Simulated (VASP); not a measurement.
Here is a VASP 6.6.1 calculation.

File INCAR:

```
ALGO = Normal
EDIFF = 1E-6
ENCUT = 520
GGA = PE
ISIF = 2
ISMEAR = 0
LASPH = True
LCHARG = False
LREAL = False
LWAVE = False
NBANDS = 45
NELM = 100
PREC = Accurate
SIGMA = 0.05
```

KPOINTS

```
k-points
0
Gamma
  6 6 6
```

POSCAR

```
LiNbO3
1.0
    2.6651852139      1.5387454007      4.5000763942
   -2.6651852139      1.5387454007      4.5000763942
    0.0000000000     -3.0774908014      4.5000763942
Li Nb O
2 2 6
Direct
    0.2815913687      0.2815913687      0.2815913687
    0.7815913687      0.7815913687      0.7815913687
    0.0004900497      0.0004900497      0.0004900497
    0.5004900497      0.5004900497      0.5004900497
    0.1104619503      0.3580262714      0.7211003599
    0.7211003599      0.1104619503      0.3580262714
    0.3580262714      0.7211003599      0.1104619503
    0.2211003599      0.8580262714      0.6104619503
    0.8580262714      0.6104619503      0.2211003599
    0.6104619503      0.2211003599      0.8580262714
```

Potentials or basis: VASP PAW PBE potentials, release 64 (Li_sv, Nb_sv, O).

The run is started by

```sh
$ cat potpaw_PBE.64/Li_sv/POTCAR potpaw_PBE.64/Nb_sv/POTCAR potpaw_PBE.64/O/POTCAR > POTCAR
$ mpirun -np 1 vasp_std > vasp.out
```

Task: What does it give for the band gap on the k mesh?

Result: 3.39 eV (least direct gap 3.47 eV).

Task: Estimate the largest force.

Result: 0.406 eV/Å.

Forces in eV/Å, atoms in the order of the input:
```
Li   0.000  0.000 -0.100
Li   0.000  0.000 -0.100
Nb   0.000  0.000  0.264
Nb   0.000  0.000  0.264
O    0.331 -0.229 -0.055
O    0.033  0.401 -0.055
O   -0.364 -0.172 -0.055
O    0.364 -0.172 -0.055
O   -0.331 -0.229 -0.055
O   -0.033  0.401 -0.055
```

 A k mesh can miss the band edges.
